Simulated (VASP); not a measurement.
A run of VASP 6.6.1 is set up as follows.

POSCAR

```
GaAs
1.0
    0.0000000000      2.7748161200      2.7748161200
    2.7748161200      0.0000000000      2.7748161200
    2.7748161200      2.7748161200      0.0000000000
Ga As
1 1
Direct
    0.0000000000      0.0000000000      0.0000000000
    0.2500000000      0.2500000000      0.2500000000
```

The input INCAR.step1:

```
SYSTEM = GaAs
PREC = Accurate
ENCUT = 520
ISMEAR = -1
SIGMA = 0.02
LREAL = .False.
LASPH = .True.
NELM = 100
GGA = PE
ALGO = Normal
EDIFF = 1E-4
LWAVE = .True.
LCHARG = .False.
```

INCAR.step2

```
SYSTEM = GaAs
PREC = Accurate
ENCUT = 520
EDIFF = 1E-6
ISMEAR = -1
SIGMA = 0.02
LREAL = .False.
LASPH = .True.
NELM = 100
ALGO = Normal
ISIF = 2
LWAVE = .False.
LCHARG = .False.
METAGGA = R2SCAN
LMIXTAU = .True.
IBRION = 2
NSW = 50
EDIFFG = -0.01
ISTART = 1
```

File KPOINTS:

```
regular mesh
0
Gamma
  8 8 8
  0 0 0
```

Potentials or basis: VASP PAW PBE potentials, release 64 (Ga_d, As).

The run is started by

```sh
$ cat potpaw_PBE.64/Ga_d/POTCAR potpaw_PBE.64/As/POTCAR > POTCAR
$ cp INCAR.step1 INCAR
$ mpirun -np 1 vasp_std > vasp.out
$ cp INCAR.step2 INCAR
$ mpirun -np 1 vasp_std > vasp.out
```

Q: What does it give for the band gap on the k mesh?

A: 1.45 eV.

Final structure:
```xyz
2
Lattice="0.0000 2.7748 2.7748 2.7748 0.0000 2.7748 2.7748 2.7748 0.0000" Properties=species:S:1:pos:R:3 pbc="T T T"
Ga    0.0000    0.0000    0.0000
As    1.3874    1.3874    1.3874
```

Caveat: the relaxation stopped at its first step, so nothing moved; the PAW data sets were made with another functional, which shifts forces and pressure a little. r2SCAN opens gaps a little over a GGA but as a rule still falls short of measured ones.
